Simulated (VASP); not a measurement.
# Ni (Fm-3m) in VASP: further runs, part 2 of 2

VASP 6.6.1. The steps go on from the part before.

## Step 4: Electric field gradients, PBE, collinear spin, ferromagnetic start (10.83 Å³/atom)

This run uses another cell than the first one, of 10.83 Å³/atom.

The input, INCAR:

```
ALGO = Normal
EDIFF = 1E-8
ENCUT = 520
GGA = PE
ISIF = 2
ISMEAR = -1
ISPIN = 2
LASPH = True
LCHARG = False
LEFG = True
LMAXMIX = 4
LORBIT = 11
LREAL = False
LWAVE = False
MAGMOM = 1.5
NBANDS = 15
NELM = 150
PREC = Accurate
SIGMA = 0.05
```

The input, KPOINTS:

```
k-points
0
Gamma
  20 20 20
```

The input, POSCAR:

```
Ni
1.0
    0.0000000000      1.7560842062      1.7560842062
    1.7560842062      0.0000000000      1.7560842062
    1.7560842062      1.7560842062      0.0000000000
Ni
1
Direct
    0.0000000000      0.0000000000      0.0000000000
```

Potentials or basis: VASP PAW PBE potentials, release 64 (Ni).

Launch:

```bash
cat potpaw_PBE.64/Ni/POTCAR > POTCAR
mpirun -np 1 vasp_std > vasp.out
```

OUTCAR:

```text
EDIFF = 1E-8
   ENCUT = 520
   GGA = PE
   ISIF = 2
   ISMEAR = -1
   ISPIN = 2
   LASPH = True
   LORBIT = 11
   LREAL = False
   NELM = 150
   PREC = Accurate

 ion  position               nearest neighbor table
   1  0.000  0.000  0.000-

  LATTYP: Found a face centered cubic cell.
 ALAT       =     3.5121684124

  Lattice vectors:

 A1 = (   0.0000000000,   1.7560842062,   1.7560842062)
 A2 = (   1.7560842062,   0.0000000000,   1.7560842062)
 A3 = (   1.7560842062,   1.7560842062,   0.0000000000)

Analysis of symmetry for initial positions (statically):
=====================================================================
 Subroutine PRICEL returns:
 Original cell was already a primitive cell.

 Routine SETGRP: Setting up the symmetry group for a
 face centered cubic supercell.

 Subroutine GETGRP returns: Found 48 space group operations
 (whereof 48 operations were pure point group operations)
 out of a pool of 48 trial point group operations.

The static configuration has the point symmetry O_h .

Analysis of symmetry for dynamics (positions and initial velocities):
=====================================================================
 Subroutine PRICEL returns:
 Original cell was already a primitive cell.

 Routine SETGRP: Setting up the symmetry group for a
 face centered cubic supercell.

 Subroutine GETGRP returns: Found 48 space group operations
 (whereof 48 operations were pure point group operations)
 out of a pool of 48 trial point group operations.

The dynamic configuration has the point symmetry O_h .

Analysis of structural, dynamic, and magnetic symmetry:
=====================================================================
 Subroutine PRICEL returns:
 Original cell was already a primitive cell.

 Routine SETGRP: Setting up the symmetry group for a
 face centered cubic supercell.

 Subroutine GETGRP returns: Found 48 space group operations
 (whereof 48 operations were pure point group operations)
 out of a pool of 48 trial point group operations.

The overall configuration has the point symmetry O_h .

 Subroutine INISYM returns: Found 48 space group operations
 (whereof 48 operations are pure point group operations),
 and found     1 'primitive' translations

----------------------------------------------------------------------------------------

                                     Primitive cell

  volume of cell :      10.8309

  direct lattice vectors                    reciprocal lattice vectors
     0.000000000  1.756084206  1.756084206    -0.284724387  0.284724387  0.284724387
     1.756084206  0.000000000  1.756084206     0.284724387 -0.284724387  0.284724387
     1.756084206  1.756084206  0.000000000     0.284724387  0.284724387 -0.284724387

  length of vectors
     2.483478101  2.483478101  2.483478101     0.493157105  0.493157105  0.493157105

  position of ions in fractional coordinates (direct lattice)
     0.000000000  0.000000000  0.000000000

  ion indices of the primitive-cell ions
   primitive index   ion index
                 1           1

[... 115 lines left out ...]

  energy without entropy =       -5.46366948  energy(sigma->0) =       -5.47069664

 E-fermi :   9.4390     XC(G=0): -13.2823

 val. band max:        9.4387546453   @ k =   0.3500   0.2500   0.0500
 cond. band min:       9.4406104047   @ k =  -0.2500   0.3500   0.1500
 fundamental gap:      0.0018557593
 Fermi energy:         9.4390431139

 spin component 1

 k-point     1 :       0.0000    0.0000    0.0000
  band No.  band energies     occupation
      1       0.3988      1.00000
      2       6.9934      1.00000
      3       6.9934      1.00000
      4       6.9934      1.00000
      5       8.1769      1.00000
      6       8.1769      1.00000
      7      33.2032      0.00000
      8      37.0985      0.00000
      9      37.0985      0.00000
     10      37.0985      0.00000
     11      40.0512      0.00000
     12      40.0512      0.00000
     13      40.0512      0.00000
     14      43.0061      0.00000
[... 403 lines left out ...]
      4       7.2555      1.00000
      5       8.5109      1.00000
      6       8.8626      0.99999
      7      18.6177      0.00000
      8      31.1757      0.00000
      9      33.5549      0.00000
     10      35.4400      0.00000
     11      37.4100      0.00000
     12      39.2551      0.00000
     13      43.5001      0.00000
     14      50.1969      0.00000
     15      51.7662      0.00000

 [... further k-points ...]

 spin component 2

 k-point     1 :       0.0000    0.0000    0.0000
  band No.  band energies     occupation
      1       0.3640      1.00000
      2       7.7468      1.00000
      3       7.7468      1.00000
      4       7.7468      1.00000
      5       8.7644      1.00000
      6       8.7644      1.00000
      7      33.0405      0.00000
      8      37.0792      0.00000
      9      37.0792      0.00000
     10      37.0792      0.00000
     11      40.1525      0.00000
     12      40.1525      0.00000
     13      40.1525      0.00000
     14      42.8826      0.00000
[... 403 lines left out ...]
      4       7.7673      1.00000
      5       9.2410      0.98129
      6       9.5565      0.08721
      7      18.8621      0.00000
      8      31.1418      0.00000
      9      33.5560      0.00000
     10      35.5442      0.00000
     11      37.4394      0.00000
     12      39.2752      0.00000
     13      43.5631      0.00000
     14      50.2707      0.00000
     15      51.9963      0.00000

 [... further k-points ...]

------------------------ aborting loop because EDIFF is reached ----------------------------------------

  FORCE on cell =-STRESS in cart. coord.  units (eV):
  Direction    XX          YY          ZZ          XY          YZ          ZX
  --------------------------------------------------------------------------------------
  -------------------------------------------------------------------------------------
  Total        0.0727930      0.0727930      0.0727930      0.0000000     -0.0000000      0.0000000
  in kB       10.7679763     10.7679763     10.7679763      0.0000000     -0.0000000      0.0000000
  external PRESSURE =      10.7679763 kB  Pullay stress =       0.0000000 kB

 VOLUME and BASIS-vectors are now :
 -----------------------------------------------------------------------------
  energy-cutoff  :      520.00
  volume of cell :       10.83
      direct lattice vectors                 reciprocal lattice vectors
     0.000000000  1.756084206  1.756084206    -0.284724387  0.284724387  0.284724387
     1.756084206  0.000000000  1.756084206     0.284724387 -0.284724387  0.284724387
     1.756084206  1.756084206  0.000000000     0.284724387  0.284724387 -0.284724387

 POSITION                                       TOTAL-FORCE (eV/Angst)
 -----------------------------------------------------------------------------------
      0.00000      0.00000      0.00000         0.000000     -0.000000     -0.000000
 -----------------------------------------------------------------------------------
    total drift:                               -0.000000     -0.000000     -0.000000

  FREE ENERGIE OF THE ION-ELECTRON SYSTEM (eV)
  ---------------------------------------------------
  free  energy   TOTEN  =        -5.4777237901 eV

  energy  without entropy=       -5.4636694800  energy(sigma->0) =       -5.47069664

 Electric field gradients (V/A^2)
---------------------------------------------------------------------
 ion       V_xx      V_yy      V_zz      V_xy      V_xz      V_yz
---------------------------------------------------------------------
   1       0.000     0.000     0.000    -0.001    -0.001    -0.001
---------------------------------------------------------------------

 Electric field gradients after diagonalization (V/A^2)
 (convention: |V_zz| > |V_xx| > |V_yy|)
----------------------------------------------------------------------
 ion       V_xx      V_yy      V_zz     asymmetry (V_yy - V_xx)/ V_zz
----------------------------------------------------------------------
   1       0.001     0.001    -0.002       0.000
----------------------------------------------------------------------

           NMR quadrupolar parameters

 Cq : quadrupolar parameter    Cq=e*Q*V_zz/h
 eta: asymmetry parameters     (V_yy - V_xx)/ V_zz
 Q  : nuclear electric quadrupole moment in mb (millibarn)
----------------------------------------------------------------------
 ion       Cq(MHz)       eta       Q (mb)
----------------------------------------------------------------------
   1      -0.000       0.000       1.000
----------------------------------------------------------------------

 total charge

# of ion       s       p       d       tot
------------------------------------------
    1        0.500   0.502   8.316   9.318

 magnetization (x)

# of ion       s       p       d       tot
------------------------------------------
    1       -0.006  -0.025   0.670   0.638
```

OSZICAR:

```text
N       E                     dE             d eps       ncg     rms          rms(c)
DAV:   1     0.326666094211E+02    0.32667E+02   -0.41963E+03 16460   0.860E+02
DAV:   2    -0.502619979816E+01   -0.37693E+02   -0.34723E+02 17509   0.161E+02
DAV:   3    -0.643936058472E+01   -0.14132E+01   -0.14047E+01 18860   0.307E+01
DAV:   4    -0.644783766618E+01   -0.84771E-02   -0.84759E-02 18759   0.224E+00
DAV:   5    -0.644794001934E+01   -0.10235E-03   -0.10235E-03 19180   0.221E-01    0.103E+01
DAV:   6    -0.582675752148E+01    0.62118E+00   -0.13089E+01 22227   0.408E+01    0.605E+00
DAV:   7    -0.549429366157E+01    0.33246E+00   -0.24040E+00 20398   0.153E+01    0.187E+00
DAV:   8    -0.548128435210E+01    0.13009E-01   -0.20883E-02 18817   0.931E-01    0.967E-01
DAV:   9    -0.547837105703E+01    0.29133E-02   -0.20715E-03 25155   0.277E-01    0.296E-01
DAV:  10    -0.547772438475E+01    0.64667E-03   -0.85281E-04 24358   0.167E-01    0.360E-02
DAV:  11    -0.547772264737E+01    0.17374E-05   -0.18236E-05 22662   0.271E-02    0.265E-02
DAV:  12    -0.547772383315E+01   -0.11858E-05   -0.18864E-06 22647   0.768E-03    0.645E-03
DAV:  13    -0.547772358848E+01    0.24467E-06   -0.10460E-07 20220   0.374E-03    0.288E-03
DAV:  14    -0.547772384468E+01   -0.25621E-06   -0.25639E-08 17329   0.102E-03    0.515E-04
DAV:  15    -0.547772378853E+01    0.56154E-07   -0.61288E-09 14680   0.580E-04    0.297E-04
DAV:  16    -0.547772379010E+01   -0.15721E-08   -0.30844E-10 10494   0.188E-04
   1 F= -.54777238E+01 E0= -.54706966E+01  d E =-.140543E-01  mag=     0.6267
```

Wall time 84 s (1 thread of Intel Xeon Platinum 8488C (Sapphire Rapids), shared host); peak memory 0.17 GiB.

Results:

* Free energy: -5.4777 eV
* Pressure: 1.1 GPa
* Net moment: 0.63 μB per cell
* Site moments: Ni +0.64 μB
* Largest electric field gradient by atom: under 0.05 V/Å² on every atom
* Valence electrons inside the program's atomic spheres: Ni 9.32

Levels at points of the mesh, in eV from the Fermi level:
Spin up:
```
           k point  band 1  band 2  band 3  band 4  band 5  band 6  band 7  band 8  band 9  band 10
(0.00, 0.00, 0.00)   -9.04   -2.45   -2.45   -2.45   -1.26   -1.26   23.76   27.66   27.66    27.66
(0.50, 0.00, 0.00)   -4.86   -2.43   -2.43   -0.60   -0.60   -0.30    5.69   22.25   24.75    24.75
(0.50, 0.50, 0.00)   -4.67   -4.22   -0.55   -0.47   -0.47    2.45    9.26   14.87   14.87    19.78
```
Spin down:
```tsv
k point	band 1	band 2	band 3	band 4	band 5	band 6	band 7	band 8	band 9	band 10
(0.00, 0.00, 0.00)	-9.08	-1.69	-1.69	-1.69	-0.67	-0.67	23.60	27.64	27.64	27.64
(0.50, 0.00, 0.00)	-4.43	-1.81	-1.81	-0.36	0.15	0.15	6.12	22.11	24.84	24.84
(0.50, 0.50, 0.00)	-4.33	-3.60	0.06	0.39	0.39	2.41	9.50	14.88	14.88	19.95
```
